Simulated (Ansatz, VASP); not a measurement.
**Ag: VASP beside Ansatz**

Contents of POSCAR:

```
Ag
1.0
    0.0000000000      2.0519023311      2.0519023311
    2.0519023311      0.0000000000      2.0519023311
    2.0519023311      2.0519023311      0.0000000000
Ag
1
Direct
    0.0000000000      0.0000000000      0.0000000000
```

Contents of INCAR.step1:

```
PREC = Accurate ; ENCUT = 520
ISMEAR = -1 ; SIGMA = 0.2
LREAL = F ; LASPH = T
NELM = 100 ; NBANDS = 12
GGA = PE ; ALGO = Normal
EDIFF = 1E-4 ; LWAVE = T
LCHARG = F
```

INCAR.step2

```
PREC = Accurate ; ENCUT = 520
EDIFF = 1E-6 ; ISMEAR = -1
SIGMA = 0.2 ; LREAL = F
LASPH = T ; NELM = 100
ALGO = Normal ; ISIF = 2
LWAVE = F ; LCHARG = F
METAGGA = R2SCAN ; LMIXTAU = T
NBANDS = 12 ; ISTART = 1
```

File KPOINTS:

```
regular mesh
0
Gamma
  13 13 13
```

Input for Ansatz:

```yaml
crystal:
  lattice:
    - [0.0, 2.0519023311, 2.0519023311]
    - [2.0519023311, 0.0, 2.0519023311]
    - [2.0519023311, 2.0519023311, 0.0]
  atoms:
    - { symbol: Ag, position: [0.0, 0.0, 0.0] }
hamiltonian:
  xc: r2scan
  pseudopotentials:
    kind: paw
    azcp:
      Ag: "pseudopotentials/Ag.paw.azcp"
basis:
  ecutwfc: 500
  fft_grid_basis: typed
kpoints:
  mp_grid: { grid: [13, 13, 13], shift: [0, 0, 0] }
magnetization:
  spin_polarized: false
scf:
  occupations: { method: fermi_dirac, width: 0.2 }
  lower_state_search: "off"
output:
  stress: true
```

Alike in both runs: task single point; functional r2SCAN; k mesh 13 × 13 × 13; occupations fermi-dirac, width 0.2 eV; no spin polarisation.

|  | VASP | Ansatz |
| --- | --- | --- |
| version | VASP 6.6.1 | Ansatz 0.2.0 |
| potentials or method | VASP PAW PBE potentials, release 64 (Ag), cutoff 520 eV | plane waves (500 eV) with PAW, scalar-relativistic |
| valence electrons in the cell | 11 | 19 |

```csv
,VASP,Ansatz,Ansatz less VASP
pressure (GPa),0.2,0.1,-0.13
```

VASP's potentials were made for PBE, not for r2SCAN. The functional is the same, so the differences come from potentials, cutoffs and numerics. VASP's potentials hold 11 valence electrons a cell and Ansatz's 19, so a difference there can come from the potentials and not from the codes.
